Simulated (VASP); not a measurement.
Crystal: SiO2.

```
CELL_PARAMETERS angstrom
6.29951 0.00000 0.00000
0.00000 6.29951 0.00000
0.00000 0.00000 4.86345
ATOMIC_POSITIONS crystal
Si 0.33849 0.00000 0.75000
Si 0.66151 0.00000 0.25000
Si 0.00000 0.33849 0.00000
Si 0.00000 0.66151 0.50000
O 0.50000 0.00000 0.50000
O 0.50000 0.00000 0.00000
O 0.16924 0.16924 0.87500
O 0.16924 0.83076 0.62500
O 0.83076 0.16924 0.12500
O 0.83076 0.83076 0.37500
O 0.00000 0.50000 0.75000
O 0.00000 0.50000 0.25000
```

```yaml
Program: VASP 6.6.1
Task: relaxation of cell and atoms
Functional: PBE
Potentials_or_basis: VASP PAW PBE potentials, release 64 (Si, O)
Cutoff: 600 eV
k_mesh: 4 × 4 × 4
Occupations: gaussian, width 0.1 eV
Spin: no spin polarisation
```

At the start: pressure 7.0 GPa; volume 16.08 Å³/atom.

Question: Where does the relaxation end?

Answer: Over 19 steps the energy falls by 323.4 meV/atom and the volume is 14.74 Å³/atom (-8.3 %); space group P4_122 (No. 91, to 0.05 Å).

Step by step:
```tsv
step	energy change (eV)	largest force (eV/Å)	pressure (GPa)	volume (Å³)
1	0.0000	1.9821	7.02	193.00
2	-0.0795	3.9691	-8.24	213.34
3	-0.6312	1.7081	-1.87	203.03
4	-1.4747	1.4072	-6.39	206.80
5	-1.8773	0.8347	-11.63	211.28
6	-2.3874	0.7515	-10.40	206.20
7	-3.4668	0.5760	-6.71	191.46
8	-2.9581	1.7438	1.30	164.11
9	-3.7613	0.3783	-3.86	182.27
10	-3.7775	0.4229	-3.19	179.79
11	-3.8434	0.2645	-0.88	178.25
12	-3.8511	0.1884	0.26	177.53
13	-3.8619	0.1496	0.10	177.66
14	-3.8760	0.0855	-0.36	178.04
15	-3.8777	0.1035	-0.03	177.53
16	-3.8777	0.0871	-0.06	177.58
17	-3.8790	0.0507	0.07	177.27
18	-3.8798	0.0509	0.28	176.76
19	-3.8806	0.0265	-0.08	176.92
```

Final structure:
```xyz
12
Lattice="6.0902 0.0000 0.0000 0.0000 6.0902 0.0000 0.0000 0.0000 4.7701" Properties=species:S:1:pos:R:3 pbc="T T T"
Si    2.1113    0.0000    3.5776
Si    3.9789    0.0000    1.1925
Si    0.0000    2.1113    0.0000
Si    0.0000    3.9789    2.3850
O     3.0451    0.6047    2.3850
O     3.0451    5.4854    0.0000
O     1.1925    1.1925    4.1738
O     1.1925    4.8977    2.9813
O     4.8977    1.1925    0.5963
O     4.8977    4.8977    1.7888
O     5.4854    3.0451    3.5776
O     0.6047    3.0451    1.1925
```
